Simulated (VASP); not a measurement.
Set up this calculation in VASP 6.6.1, as the native input.

```yaml
Task: single point
Functional: r2SCAN
Potentials_or_basis: VASP PAW PBE potentials, release 64 (Te)
Cutoff: 520 eV
k_mesh: 13 × 13 × 13
Occupations: fermi-dirac, width 0.1 eV
Spin: no spin polarisation
Dipole_correction: no
Further_INCAR_settings: ALGO = Normal; EDIFF = 1e-06; NBANDS = 9
```

Te:

```xyz
1
Lattice="-1.8986 1.8986 1.8986 1.8986 -1.8986 1.8986 1.8986 1.8986 -1.8986" Properties=species:S:1:pos:R:3 pbc="T T T"
Te    0.0000    0.0000    0.0000
```

This isn't the form of Te at room conditions, which is trigonal, of chains.

One way to write it, as run:

POSCAR

```
Te
1.0
   -1.8986128056      1.8986128056      1.8986128056
    1.8986128056     -1.8986128056      1.8986128056
    1.8986128056      1.8986128056     -1.8986128056
Te
1
Direct
    0.0000000000      0.0000000000      0.0000000000
```

INCAR.step1

```
SYSTEM = Te
  PREC = Accurate
  ENCUT = 520
  ISMEAR = -1
  SIGMA = 0.1
  LREAL = .FALSE.
  LASPH = .TRUE.
  NELM = 80
  NBANDS = 9
  GGA = PE
  ALGO = Normal
  EDIFF = 1E-4
  LWAVE = .TRUE.
  LCHARG = .FALSE.
```

INCAR.step2

```
SYSTEM = Te
  PREC = Accurate
  ENCUT = 520
  EDIFF = 1E-6
  ISMEAR = -1
  SIGMA = 0.1
  LREAL = .FALSE.
  LASPH = .TRUE.
  NELM = 80
  ALGO = Normal
  ISIF = 2
  LWAVE = .FALSE.
  LCHARG = .TRUE.
  METAGGA = R2SCAN
  LMIXTAU = .TRUE.
  LELF = .TRUE.
  LVHAR = .TRUE.
  NBANDS = 9
  ISTART = 1
```

KPOINTS

```
regular mesh
0
G
  13 13 13
  0 0 0
```

Potentials or basis: VASP PAW PBE potentials, release 64 (Te).

Run with:

```console
$ cat potpaw_PBE.64/Te/POTCAR > POTCAR
$ cp INCAR.step1 INCAR
$ mpirun -np 1 vasp_std > vasp.out
$ cp INCAR.step2 INCAR
$ mpirun -np 1 vasp_std > vasp.out
```

Results of the run:

```json
{
  "Pressure": "2.7 GPa",
  "Band gap on the k mesh": "zero (bands 3 and 4 overlap by 6.60 eV)"
}
```

Caveat: the PAW data sets were made with another functional, which shifts forces and pressure a little; spin-orbit coupling is left out, which moves the levels of the heavy elements.

Wall time 19 s on 1 thread of Intel(R) Xeon(R) 6975P-C (Granite Rapids) (shared host), peak memory 0.15 GiB.
